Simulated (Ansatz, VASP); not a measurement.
# ZnSe: VASP beside Ansatz

The input POSCAR:

```
ZnSe
1.0
    0.0000000000      2.8338000000      2.8338000000
    2.8338000000      0.0000000000      2.8338000000
    2.8338000000      2.8338000000      0.0000000000
Se Zn
1 1
Direct
    0.7500000000      0.7500000000      0.7500000000
    0.0000000000      0.0000000000      0.0000000000
```

Contents of INCAR.step1:

```
PREC = Accurate ; ENCUT = 400
EDIFF = 1E-5 ; ISMEAR = 0
SIGMA = 0.02 ; LREAL = False
LASPH = True ; NELM = 120
ALGO = Normal ; ISIF = 2
LWAVE = True ; LCHARG = False
GGA = PE ; NBANDS = 16
GGA_COMPAT = False
```

File INCAR.step2:

```
PREC = Accurate ; ENCUT = 400
EDIFF = 1E-6 ; ISMEAR = 0
SIGMA = 0.02 ; LREAL = False
LASPH = True ; NELM = 120
ALGO = Normal ; ISIF = 2
LWAVE = False ; LCHARG = False
GGA = PE ; LHFCALC = True
AEXX = 0.25 ; HFSCREEN = 0.3
PRECFOCK = Normal ; ISTART = 1
NBANDS = 16 ; GGA_COMPAT = False
```

Contents of KPOINTS:

```
Automatic mesh
0
Gamma
  4 4 4
```

Contents of input.yaml:

```yaml
crystal:
  lattice:
    - [0.0, 2.8338, 2.8338]
    - [2.8338, 0.0, 2.8338]
    - [2.8338, 2.8338, 0.0]
  atoms:
    - { symbol: Se, position: [0.75, 0.75, 0.75] }
    - { symbol: Zn, position: [0.0, 0.0, 0.0] }
hamiltonian:
  xc: { exchange: pbe, correlation: pbe, exx: { coeff: 0.25, omega: 0.3 } }
  pseudopotentials: { kind: paw, source: ansatz }
kpoints:
  mp_grid: { grid: [4, 4, 4] }
scf:
  occupations: { method: gaussian, width: 0.02 }
output:
  forces: true
  stress: true
  eigenvalues: true
```

Alike in both runs: task single point; functional PBE-based screened hybrid; k mesh 4 × 4 × 4; occupations gaussian, width 0.02 eV; no spin polarisation.

|  | VASP | Ansatz |
| --- | --- | --- |
| version | VASP 6.6.1 | Ansatz 0.2.0 |
| potentials or method | VASP PAW PBE potentials, release 64 (Se, Zn) | Ansatz PAW earlier set |
| plane-wave cutoff (eV) | 400 | 660 |
| valence electrons in the cell | 18 | 36 |

|  | VASP | Ansatz | Ansatz less VASP |
| --- | --- | --- | --- |
| gap on the k mesh at the Fermi level (eV) | 2.23 | 2.25 | +0.013 |
| least direct gap on the mesh (eV) | 2.23 | 2.25 | +0.013 |
| pressure (GPa) | 1.3 | 1.7 | +0.31 |

VASP's potentials were made for PBE, not for PBE-based screened hybrid. VASP's potentials hold 18 valence electrons a cell and Ansatz's 36, so a difference there can come from the potentials and not from the codes.

The k mesh is coarse, so the values compare programs but aren't converged.
